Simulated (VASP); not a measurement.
# BiB (CsCl type) (Pm-3m) in VASP: further runs

The runs below take BiB (CsCl type) through single point, with PBE.

Program: VASP 6.6.1. These are calculated values, not measurements. Logs are shortened: lines on timing, memory, paths and dates and some standing lists are left out, and cuts for length are marked.

### Step 1. The cell of the first run

Symmetry: Pm-3m, No. 221, cubic system. The conventional cell has a = 2.538 Å, b = 2.538 Å, c = 2.538 Å, α = 90.00°, β = 90.00°, γ = 90.00°. Within 2.9 Å of B (site symmetry m-3m) lie 8 Bi at 2.20 Å and 6 B at 2.54 Å. Bi (site symmetry m-3m) has 8 B at 2.20 Å and 6 Bi at 2.54 Å within 2.9 Å.

### Step 2. Single point, PBE (8.17 Å³/atom)

INCAR

```
SYSTEM = BiB
PREC     = Accurate       ! precision mode
ENCUT    = 520            ! plane-wave cutoff, eV
EDIFF    = 1E-7           ! SCF threshold, eV
ISMEAR   = -1             ! smearing method
SIGMA    = 0.05           ! smearing width, eV
LREAL    = .FALSE.        ! projectors in reciprocal space
LASPH    = .TRUE.         ! aspherical terms in the spheres
NELM     = 60             ! most SCF steps
ALGO     = Normal         ! electronic algorithm
ISIF     = 2              ! what is computed and relaxed
LWAVE    = .FALSE.        ! write WAVECAR
LCHARG   = .FALSE.        ! write CHGCAR
GGA      = PE             ! functional
NBANDS   = 16             ! bands
```

KPOINTS

```
Automatic mesh
0
G
  13 13 13
  0 0 0
```

POSCAR

```
BiB
1.0
    2.5377955429      0.0000000000      0.0000000000
    0.0000000000      2.5377955429      0.0000000000
    0.0000000000      0.0000000000      2.5377955429
B Bi
1 1
Direct
    0.0000000000      0.0000000000      0.0000000000
    0.5000000000      0.5000000000      0.5000000000
```

Potentials or basis: VASP PAW PBE potentials, release 64 (B, Bi_d).

On the command line:

```console
$ cat potpaw_PBE.64/B/POTCAR potpaw_PBE.64/Bi_d/POTCAR > POTCAR
$ mpirun -np 1 vasp_std > vasp.out
```

OUTCAR:

```text
SYSTEM = BiB
   PREC = Accurate
   ENCUT = 520
   EDIFF = 1E-7
   ISMEAR = -1
   LREAL = .FALSE.
   LASPH = .TRUE.
   NELM = 60
   ISIF = 2
   GGA = PE

 ion  position               nearest neighbor table
   1  0.000  0.000  0.000-   2 2.20   2 2.20   2 2.20   2 2.20   2 2.20   2 2.20   2 2.20   2 2.20

   2  0.500  0.500  0.500-   1 2.20   1 2.20   1 2.20   1 2.20   1 2.20   1 2.20   1 2.20   1 2.20

  LATTYP: Found a simple cubic cell.
 ALAT       =     2.5377955429

  Lattice vectors:

 A1 = (   2.5377955429,   0.0000000000,   0.0000000000)
 A2 = (   0.0000000000,   2.5377955429,   0.0000000000)
 A3 = (   0.0000000000,   0.0000000000,   2.5377955429)

Analysis of symmetry for initial positions (statically):
=====================================================================
 Subroutine PRICEL returns:
 Original cell was already a primitive cell.

 Routine SETGRP: Setting up the symmetry group for a
 simple cubic supercell.

 Subroutine GETGRP returns: Found 48 space group operations
 (whereof 48 operations were pure point group operations)
 out of a pool of 48 trial point group operations.

The static configuration has the point symmetry O_h .

Analysis of symmetry for dynamics (positions and initial velocities):
=====================================================================
 Subroutine PRICEL returns:
 Original cell was already a primitive cell.

 Routine SETGRP: Setting up the symmetry group for a
 simple cubic supercell.

 Subroutine GETGRP returns: Found 48 space group operations
 (whereof 48 operations were pure point group operations)
 out of a pool of 48 trial point group operations.

The dynamic configuration has the point symmetry O_h .

 Subroutine INISYM returns: Found 48 space group operations
 (whereof 48 operations are pure point group operations),
 and found     1 'primitive' translations

----------------------------------------------------------------------------------------

                                     Primitive cell

  volume of cell :      16.3444

  direct lattice vectors                    reciprocal lattice vectors
     2.537795543  0.000000000  0.000000000     0.394042776  0.000000000  0.000000000
     0.000000000  2.537795543  0.000000000     0.000000000  0.394042776  0.000000000
     0.000000000  0.000000000  2.537795543     0.000000000  0.000000000  0.394042776

  length of vectors
     2.537795543  2.537795543  2.537795543     0.394042776  0.394042776  0.394042776

  position of ions in fractional coordinates (direct lattice)
     0.000000000  0.000000000  0.000000000
     0.500000000  0.500000000  0.500000000

[... 77 lines left out ...]
   LREAL  =      F    real-space projection
   EDIFFG = 0.1E-05   stopping-criterion for IOM
   NSW    =      0    number of steps for IOM
   IBRION =     -1    ionic relax: 0-MD 1-quasi-New 2-CG
   NFREE  =      0    steps in history (QN), initial steepest desc. (CG)
   ISIF   =      2    stress and relaxation
   ISYM   =      2    0-nonsym 1-usesym 2-fastsym
   POTIM  = 0.5000    time-step for ionic-motion
   TEBEG  =    0.0;   TEEND  =   0.0 temperature during run
   PSTRESS=    0.0 pullay stress
   NELECT =      18.0000    total number of electrons
   NUPDOWN=      -1.0000    fix difference up-down
   EMIN   =  10.00;   EMAX   =-10.00  energy-range for DOS
   EFERMI =   0.00;   METHOD = LEGACY
   ISMEAR =    -1;   SIGMA  =   0.05  broadening in eV -4-tet -1-fermi 0-gaus
   EFERMI_NEDOS =   21; number of points for ismear=-14 and -15
   IALGO  =     38    algorithm
   IMIX   =      4    mixing-type and parameters
     AMIX     =   0.40;   BMIX     =  1.00
     AMIX_MAG =   1.60;   BMIX_MAG =  1.00
  volume/ion in A,a.u.               =       8.17        55.15
  Fermi-wavevector in a.u.,A,eV,Ry     =   1.690606  3.194782 38.887467  2.858148
  Thomas-Fermi vector in A             =   2.772523
   LORBIT       =      0    0 simple, 1 ext, 2 COOP (PROOUT), +10 PAW based schemes
   GGA     = PE    functional components
   LHFCALC =     F    Hartree Fock is set to
   AEXX    =    0.0000 exact exchange contribution
   IVDW    =     0    specifies the selected vdW correction
   LEPSILON=     F    determine dielectric tensor
   LRPA    =     F    only Hartree local field effects (RPA)
 non-spin polarized calculation
  energy-cutoff  :      520.00
  volume of cell :       16.34
 maximum number of plane-waves:       461
 NGX is ok and might be reduce to    20
   NGX =  9   NGY =  9   NGZ =  9

 number of electron      18.0000010 magnetization

 Free energy of the ion-electron system (eV)
  ---------------------------------------------------
  ext. energy  EPLUGINS =         0.00000000
  ---------------------------------------------------
  free energy    TOTEN  =         5.17966727 eV

  energy without entropy =        5.18293154  energy(sigma->0) =        5.18129941

 E-fermi :  22.9301     XC(G=0): -15.3791

 val. band max:       22.7877820045   @ k =   0.4615   0.1538   0.1538
 cond. band min:      22.9750518081   @ k =   0.4615   0.3846   0.3077
 fundamental gap:      0.1872698036
 Fermi energy:        22.9301225876

 k-point     1 :       0.0000    0.0000    0.0000
  band No.  band energies     occupation
      1      -4.0418      2.00000
      2      -4.0418      2.00000
      3      -1.2449      2.00000
      4      -1.2293      2.00000
      5      -1.2293      2.00000
      6      -1.2293      2.00000
[... 433 lines left out ...]
      3      -1.9363      2.00000
      4      -1.7321      2.00000
      5      -1.5388      2.00000
      6       5.5594      2.00000
[... 8 lines left out ...]
     15      41.0188      0.00000
     16      41.7700      0.00000

 [... further k-points ...]

------------------------ aborting loop because EDIFF is reached ----------------------------------------

  FORCE on cell =-STRESS in cart. coord.  units (eV):
  Direction    XX          YY          ZZ          XY          YZ          ZX
  --------------------------------------------------------------------------------------
  -------------------------------------------------------------------------------------
  Total       41.1820547     41.1820547     41.1820547     -0.0000000      0.0000000     -0.0000000
  in kB     4036.9066061   4036.9066061   4036.9066061     -0.0000000      0.0000000     -0.0000000
  external PRESSURE =    4036.9066061 kB  Pullay stress =       0.0000000 kB

 VOLUME and BASIS-vectors are now :
 -----------------------------------------------------------------------------
  energy-cutoff  :      520.00
  volume of cell :       16.34
      direct lattice vectors                 reciprocal lattice vectors
     2.537795543  0.000000000  0.000000000     0.394042776  0.000000000  0.000000000
     0.000000000  2.537795543  0.000000000     0.000000000  0.394042776  0.000000000
     0.000000000  0.000000000  2.537795543     0.000000000  0.000000000  0.394042776

 POSITION                                       TOTAL-FORCE (eV/Angst)
 -----------------------------------------------------------------------------------
      0.00000      0.00000      0.00000         0.000000      0.000000      0.000000
      1.26890      1.26890      1.26890         0.000000      0.000000      0.000000
 -----------------------------------------------------------------------------------
    total drift:                               -0.000000      0.000000     -0.000000

  FREE ENERGIE OF THE ION-ELECTRON SYSTEM (eV)
  ---------------------------------------------------
  free  energy   TOTEN  =         5.1796672715 eV

  energy  without entropy=        5.1829315387  energy(sigma->0) =        5.18129941
```

stdout:

```text
POSCAR found type information on POSCAR B Bi
 POSCAR found :  2 types and       2 ions
 scaLAPACK will be used
 LDA part: xc-table for (Slater+PW92), standard interpolation
 POSCAR, INCAR and KPOINTS ok, starting setup
 FFT: planning ... GRIDC
 FFT: planning ... GRID_SOFT
 FFT: planning ... GRID
 WAVECAR not read
 entering main loop
```

It took 14 s on 1 thread of Intel Xeon Platinum 8375C at 2.90GHz (Ice Lake), shared host; peak memory 0.14 GiB.

What came out:

| Quantity | Value |
| --- | --- |
| Free energy | 5.1797 eV |
| Pressure | 403.7 GPa |
| Band gap on the k mesh | zero (bands 9 and 10 overlap by 5.40 eV) |

Caveat: the cell stands under pressure; spin-orbit coupling is left out, which moves the levels of the heavy elements.

### Step 3. Single point, PBE (9.50 Å³/atom)

This run uses another cell than the first one, of 9.50 Å³/atom.

INCAR

```
ALGO = Normal ; EDIFF = 1E-6
ENCUT = 520 ; GGA = PE
ISIF = 2 ; ISMEAR = -1
LASPH = T ; LCHARG = F
LREAL = F ; LWAVE = F
NBANDS = 16 ; NELM = 60
PREC = Accurate ; SIGMA = 0.05
```

KPOINTS

```
k-points
0
Gamma
  13 13 13
```

POSCAR

```
BiB
1.0
    2.6686430020      0.0000000000      0.0000000000
    0.0000000000      2.6686430020      0.0000000000
    0.0000000000      0.0000000000      2.6686430020
B Bi
1 1
Direct
    0.0000000000      0.0000000000      0.0000000000
    0.5000000000      0.5000000000      0.5000000000
```

Potentials or basis: VASP PAW PBE potentials, release 64 (B, Bi_d).

On the command line:

```console
$ cat potpaw_PBE.64/B/POTCAR potpaw_PBE.64/Bi_d/POTCAR > POTCAR
$ mpirun -np 1 vasp_std > vasp.out
```

It took 14 s on 1 thread of Intel Xeon Platinum 8375C at 2.90GHz (Ice Lake), shared host; peak memory 0.14 GiB.

The run converged. Its results:

- Free energy: -0.0101 eV
- Pressure: 237.4 GPa
- Band gap on the k mesh: zero (bands 9 and 10 overlap by 5.91 eV)

Levels at points of the mesh, in eV from the Fermi level:
```csv
k point,band 5,band 6,band 7,band 8,band 9,band 10,band 11,band 12,band 13,band 14
"(0.00, 0.00, 0.00)",-23.72,-21.73,-2.26,-2.26,-2.26,3.53,7.29,7.29,16.75,16.75
```

Caveat: the cell stands under pressure; spin-orbit coupling is left out, which moves the levels of the heavy elements.

[end of part 1 of 2]
